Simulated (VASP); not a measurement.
# AlNi (Amm2) in VASP: notebook, part 2 of 2

VASP 6.6.1. The steps go on from the part before.

## (3) Single point, PBEsol (atoms displaced along several vibrational modes)

File INCAR:

```
ALGO = Fast
EDIFF = 1E-7
ENCUT = 520
GGA = PS
ISIF = 2
ISMEAR = 0
LASPH = T
LCHARG = T
LELF = T
LREAL = F
LVHAR = T
LWAVE = F
NBANDS = 14
NELM = 80
PREC = Accurate
SIGMA = 0.15
```

File KPOINTS:

```
k-points
0
Gamma
  16 16 16
```

File POSCAR:

```
AlNi
1.0
    2.8618233745      0.0000000000      0.0000000000
    0.0000000000      2.8618233745      0.0000000000
    0.0000000000      0.0000000000      2.8618233745
Al Ni
1 1
Direct
   -0.0265564957     -0.0265564957      0.0000000000
    0.5122081036      0.5122081036      0.5000000000
```

Potentials or basis: VASP PAW PBE potentials, release 64 (Al, Ni).

Started as:

```console
$ cat potpaw_PBE.64/Al/POTCAR potpaw_PBE.64/Ni/POTCAR > POTCAR
$ mpirun -np 1 vasp_std > vasp.out
```

OUTCAR:

```text
EDIFF = 1E-7
   ENCUT = 520
   GGA = PS
   ISIF = 2
   ISMEAR = 0
   LASPH = T
   LREAL = F
   NELM = 80
   PREC = Accurate

 ion  position               nearest neighbor table
   1  0.973  0.973  0.000-   2 2.35   2 2.35   2 2.48   2 2.48   2 2.48   2 2.48   2 2.61   2 2.61

   2  0.512  0.512  0.500-   1 2.35   1 2.35   1 2.48   1 2.48   1 2.48   1 2.48   1 2.61   1 2.61

  LATTYP: Found a simple cubic cell.
 ALAT       =     2.8618233745

  Lattice vectors:

 A1 = (   2.8618233745,   0.0000000000,   0.0000000000)
 A2 = (   0.0000000000,   2.8618233745,   0.0000000000)
 A3 = (   0.0000000000,   0.0000000000,   2.8618233745)

Analysis of symmetry for initial positions (statically):
=====================================================================
 Subroutine PRICEL returns:
 Original cell was already a primitive cell.

 Routine SETGRP: Setting up the symmetry group for a
 simple cubic supercell.

 Subroutine GETGRP returns: Found  4 space group operations
 (whereof  4 operations were pure point group operations)
 out of a pool of 48 trial point group operations.

The static configuration has the point symmetry C_2v.

Analysis of symmetry for dynamics (positions and initial velocities):
=====================================================================
 Subroutine PRICEL returns:
 Original cell was already a primitive cell.

 Routine SETGRP: Setting up the symmetry group for a
 simple cubic supercell.

 Subroutine GETGRP returns: Found  4 space group operations
 (whereof  4 operations were pure point group operations)
 out of a pool of 48 trial point group operations.

The dynamic configuration has the point symmetry C_2v.

 Subroutine INISYM returns: Found  4 space group operations
 (whereof  4 operations are pure point group operations),
 and found     1 'primitive' translations

----------------------------------------------------------------------------------------

                                     Primitive cell

  volume of cell :      23.4384

  direct lattice vectors                    reciprocal lattice vectors
     2.861823375  0.000000000  0.000000000     0.349427574  0.000000000  0.000000000
     0.000000000  2.861823375  0.000000000     0.000000000  0.349427574  0.000000000
     0.000000000  0.000000000  2.861823375     0.000000000  0.000000000  0.349427574

  length of vectors
     2.861823375  2.861823375  2.861823375     0.349427574  0.349427574  0.349427574

  position of ions in fractional coordinates (direct lattice)
     0.973443504  0.973443504  0.000000000
     0.512208104  0.512208104  0.500000000

  ion indices of the primitive-cell ions
   primitive index   ion index
                 1           1
                 2           2

----------------------------------------------------------------------------------------

 KPOINTS: k-points

Automatic generation of k-mesh.
 Grid dimensions read from file:
 generate k-points for:   16   16   16

 Generating k-lattice:

  Cartesian coordinates                     Fractional coordinates (reciprocal lattice)
     0.021839223  0.000000000  0.000000000     0.062500000  0.000000000  0.000000000
     0.000000000  0.021839223  0.000000000     0.000000000  0.062500000  0.000000000
     0.000000000  0.000000000  0.021839223     0.000000000  0.000000000  0.062500000

[... 40 lines left out ...]
   total plane-waves  NPLWV =  13824
   dimension x,y,z NGX =    24 NGY =   24 NGZ =   24
   dimension x,y,z NGXF=    48 NGYF=   48 NGZF=   48
   ions per type =               1   1
   NGX,Y,Z   is equivalent  to a cutoff of  13.94, 13.94, 13.94 a.u.
   NGXF,Y,Z  is equivalent  to a cutoff of  27.88, 27.88, 27.88 a.u.
 SYSTEM =  unknown system
   PREC   = accura    normal or accurate (medium, high low for compatibility)
   ISTART =      0    job   : 0-new  1-cont  2-samecut
   ICHARG =      2    charge: 1-file 2-atom 10-const
   ISPIN  =      1    spin polarized calculation?
   LNONCOLLINEAR =      F non collinear calculations
   LSORBIT =      F    spin-orbit coupling
   LASPH  =      T    aspherical Exc in radial PAW
   ENCUT  =  520.0 eV  38.22 Ry    6.18 a.u.   5.32  5.32  5.32*2*pi/ulx,y,z
   NELM   =     80;   NELMIN=  2; NELMDL= -5     # of ELM steps
   EDIFF  = 0.1E-06   stopping-criterion for ELM
   LREAL  =      F    real-space projection
   EDIFFG = 0.1E-05   stopping-criterion for IOM
   NSW    =      0    number of steps for IOM
   IBRION =     -1    ionic relax: 0-MD 1-quasi-New 2-CG
   NFREE  =      0    steps in history (QN), initial steepest desc. (CG)
   ISIF   =      2    stress and relaxation
   ISYM   =      2    0-nonsym 1-usesym 2-fastsym
   POTIM  = 0.5000    time-step for ionic-motion
   TEBEG  =    0.0;   TEEND  =   0.0 temperature during run
   PSTRESS=    0.0 pullay stress
   NELECT =      13.0000    total number of electrons
   NUPDOWN=      -1.0000    fix difference up-down
   EMIN   =  10.00;   EMAX   =-10.00  energy-range for DOS
   EFERMI =   0.00;   METHOD = LEGACY
   ISMEAR =     0;   SIGMA  =   0.15  broadening in eV -4-tet -1-fermi 0-gaus
   EFERMI_NEDOS =   21; number of points for ismear=-14 and -15
   IALGO  =     68    algorithm
   IMIX   =      4    mixing-type and parameters
     AMIX     =   0.40;   BMIX     =  1.00
     AMIX_MAG =   1.60;   BMIX_MAG =  1.00
  volume/ion in A,a.u.               =      11.72        79.09
  Fermi-wavevector in a.u.,A,eV,Ry     =   1.345075  2.541823 24.616019  1.809226
  Thomas-Fermi vector in A             =   2.473017
   LORBIT       =      0    0 simple, 1 ext, 2 COOP (PROOUT), +10 PAW based schemes
   GGA     = PS    functional components
   LHFCALC =     F    Hartree Fock is set to
   AEXX    =    0.0000 exact exchange contribution
   IVDW    =     0    specifies the selected vdW correction
   LEPSILON=     F    determine dielectric tensor
   LRPA    =     F    only Hartree local field effects (RPA)
 non-spin polarized calculation
 RMM-DIIS sequential band-by-band and
 Gauss-broadening in eV      SIGMA  =   0.15
  energy-cutoff  :      520.00
  volume of cell :       23.44
 maximum number of plane-waves:       655
 NGX is ok and might be reduce to    24
   NGX = 11   NGY = 11   NGZ = 11

 number of electron      12.9999998 magnetization

 Free energy of the ion-electron system (eV)
  ---------------------------------------------------
  ext. energy  EPLUGINS =         0.00000000
  ---------------------------------------------------
  free energy    TOTEN  =       -11.51265046 eV

  energy without entropy =      -11.50421242  energy(sigma->0) =      -11.50843144

 E-fermi :  10.1567     XC(G=0): -12.2571

 val. band max:       10.1561282521   @ k =   0.4375   0.3125   0.5000
 cond. band min:      10.1572150203   @ k =  -0.4375   0.4375   0.2500
 fundamental gap:      0.0010867681
 Fermi energy:        10.1567077633

 k-point     1 :       0.0000    0.0000    0.0000
  band No.  band energies     occupation
      1      -1.1124      2.00000
      2       6.7940      2.00000
      3       6.8078      2.00000
      4       8.5334      2.00000
      5       8.5650      2.00000
      6       8.5707      2.00000
      7      15.7231      0.00000
      8      15.7516      0.00000
      9      15.7899      0.00000
     10      18.4071      0.00000
     11      18.4157      0.00000
     12      24.0778      0.00000
     13      31.0737      0.00000
     14      31.0955      0.00000
[... 377 lines left out ...]
      1      -0.7491      2.00000
      2       6.7900      2.00000
      3       6.8649      2.00000
      4       8.4083      2.00000
      5       8.4318      2.00000
      6       8.5357      2.00000
      7      13.5968      0.00000
      8      15.3695      0.00000
      9      16.2246      0.00000
     10      18.9342      0.00000
     11      20.5889      0.00000
     12      25.3007      0.00000
     13      27.9850      0.00000
     14      28.9383      0.00000

 [... further k-points ...]

------------------------ aborting loop because EDIFF is reached ----------------------------------------

  FORCE on cell =-STRESS in cart. coord.  units (eV):
  Direction    XX          YY          ZZ          XY          YZ          ZX
  --------------------------------------------------------------------------------------
  -------------------------------------------------------------------------------------
  Total        0.2461937      0.2461937      0.3522147      0.2753249      0.0000000      0.0000000
  in kB       16.8290277     16.8290277     24.0762913     18.8203464      0.0000000      0.0000000
  external PRESSURE =      19.2447823 kB  Pullay stress =       0.0000000 kB

 VOLUME and BASIS-vectors are now :
 -----------------------------------------------------------------------------
  energy-cutoff  :      520.00
  volume of cell :       23.44
      direct lattice vectors                 reciprocal lattice vectors
     2.861823375  0.000000000  0.000000000     0.349427574  0.000000000  0.000000000
     0.000000000  2.861823375  0.000000000     0.000000000  0.349427574  0.000000000
     0.000000000  0.000000000  2.861823375     0.000000000  0.000000000  0.349427574

 POSITION                                       TOTAL-FORCE (eV/Angst)
 -----------------------------------------------------------------------------------
      2.78582      2.78582      0.00000         0.723045      0.723045      0.000000
      1.46585      1.46585      1.43091        -0.723045     -0.723045      0.000000
 -----------------------------------------------------------------------------------
    total drift:                                0.000240      0.000240     -0.000008

  FREE ENERGIE OF THE ION-ELECTRON SYSTEM (eV)
  ---------------------------------------------------
  free  energy   TOTEN  =       -11.5126504622 eV

  energy  without entropy=      -11.5042124153  energy(sigma->0) =      -11.50843144
```

OSZICAR:

```text
N       E                     dE             d eps       ncg     rms          rms(c)
DAV:   1     0.397883271475E+02    0.39788E+02   -0.53721E+03 18694   0.973E+02
DAV:   2    -0.113757042688E+02   -0.51164E+02   -0.46342E+02 19830   0.181E+02
DAV:   3    -0.131232469755E+02   -0.17475E+01   -0.17303E+01 23186   0.369E+01
DAV:   4    -0.131462594851E+02   -0.23013E-01   -0.23005E-01 21792   0.387E+00
DAV:   5    -0.131469314408E+02   -0.67196E-03   -0.67194E-03 23794   0.721E-01    0.128E+01
RMM:   6    -0.150914909928E+02   -0.19446E+01   -0.15457E+01 22452   0.491E+01    0.170E+01
RMM:   7    -0.115312188476E+02    0.35603E+01   -0.42650E+00 20702   0.252E+01    0.127E+00
RMM:   8    -0.115237355961E+02    0.74833E-02   -0.90151E-02 19915   0.295E+00    0.759E-01
RMM:   9    -0.115162272301E+02    0.75084E-02   -0.29146E-02 21277   0.108E+00    0.543E-01
RMM:  10    -0.115127342827E+02    0.34929E-02   -0.85759E-03 22706   0.116E+00    0.169E-01
RMM:  11    -0.115127929479E+02   -0.58665E-04   -0.10495E-03 24962   0.385E-01    0.126E-01
RMM:  12    -0.115126403576E+02    0.15259E-03   -0.39257E-04 24729   0.216E-01    0.368E-02
RMM:  13    -0.115126487892E+02   -0.84315E-05   -0.10471E-04 26733   0.763E-02    0.810E-03
RMM:  14    -0.115126503428E+02   -0.15536E-05   -0.16782E-05 27311   0.310E-02    0.110E-02
RMM:  15    -0.115126507520E+02   -0.40923E-06   -0.20704E-06 25355   0.887E-03    0.219E-02
RMM:  16    -0.115126505106E+02    0.24139E-06   -0.31303E-07 17741   0.566E-03    0.716E-03
RMM:  17    -0.115126504622E+02    0.48372E-07   -0.71593E-08 12267   0.215E-03
   1 F= -.11512650E+02 E0= -.11508431E+02  d E =-.843805E-02
```

stdout:

```text
POSCAR found type information on POSCAR AlNi
 POSCAR found :  2 types and       2 ions
 scaLAPACK will be used
 -----------------------------------------------------------------------------
|                                                                             |
|                                                                             |
|     You enforced a specific xc type in the INCAR file but a different       |
|     I HOPE YOU KNOW WHAT YOU ARE DOING!                                     |
|                                                                             |
 -----------------------------------------------------------------------------

 LDA part: xc-table for (Slater+PW92), standard interpolation
 POSCAR, INCAR and KPOINTS ok, starting setup
 FFT: planning ... GRIDC
 FFT: planning ... GRID_SOFT
 FFT: planning ... GRID
 WAVECAR not read
 entering main loop
WARNING in EDDRMM: call to ZHEGV failed, returncode =   8  4     14
WARNING in EDDRMM: call to ZHEGV failed, returncode =   6  3     13
WARNING in EDDRMM: call to ZHEGV failed, returncode =   6  3     13
WARNING in EDDRMM: call to ZHEGV failed, returncode =   8  4     13
WARNING in EDDRMM: call to ZHEGV failed, returncode =   8  4     12
WARNING in EDDRMM: call to ZHEGV failed, returncode =   8  4     13
WARNING in EDDRMM: call to ZHEGV failed, returncode =   8  4     14
WARNING in EDDRMM: call to ZHEGV failed, returncode =   6  3     12
WARNING in EDDRMM: call to ZHEGV failed, returncode =   8  4     14
```

Wall time 73 s (1 thread of Intel Xeon 6975P-C (Granite Rapids), shared host); peak memory 0.33 GiB.

Results:

```
Free energy            : -11.5127 eV
Pressure               : 1.9 GPa
Largest force          : 1.023 eV/Å
Band gap on the k mesh : zero (an odd number of electrons rules out a gap without spin polarisation)
```

Forces in eV/Å, atoms in the order of the input:
```
Al   0.723  0.723  0.000
Ni  -0.723 -0.723  0.000
```

Caveat: the cell differs from its parent crystal (atoms displaced along several vibrational modes); the PAW data sets were made with another functional, which shifts forces and pressure a little.
